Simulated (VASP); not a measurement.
**Te: single point with LDA**

The system is Te.

```xyz
1
Lattice="2.2588 1.3041 1.6564 -2.2588 1.3041 1.6564 0.0000 -2.6083 1.6564" Properties=species:S:1:pos:R:3 pbc="T T T"
Te    0.0000    0.0000    2.4847
```

- Program: VASP 6.6.1
- Task: single point
- Functional: LDA
- Potentials or basis: VASP PAW LDA potentials, release 64 (Te)
- Cutoff: 520 eV
- k mesh: 9 × 9 × 9
- Occupations: fermi-dirac, width 0.05 eV
- Spin: no spin polarisation
- Dipole correction: no
- Further INCAR settings: ALGO = Normal; EDIFF = 1e-06; NBANDS = 9

| Property | Result |
| --- | --- |
| Pressure | 3.0 GPa |
| Band gap on the k mesh | zero (band 3 reaches 10.42 eV, above the bottom of band 4 at 5.16 eV) |

Stress tensor (GPa, compression positive):
```
3.20 0.00 0.00
0.00 3.20 0.00
0.00 0.00 2.51
```

Levels at points of the mesh, in eV from the Fermi level:
| k point | band 1 | band 2 | band 3 | band 4 | band 5 | band 6 | band 7 |
| --- | --- | --- | --- | --- | --- | --- | --- |
| (0.00, 0.00, 0.00) | -14.51 | 1.02 | 1.50 | 1.50 | 6.01 | 6.01 | 6.85 |

Run time: 7.5 s on 1 thread of Intel(R) Xeon(R) Platinum 8488C (Sapphire Rapids) (shared host), peak memory 0.14 GiB.

Caveat: spin-orbit coupling is left out, which moves the levels of the heavy elements.
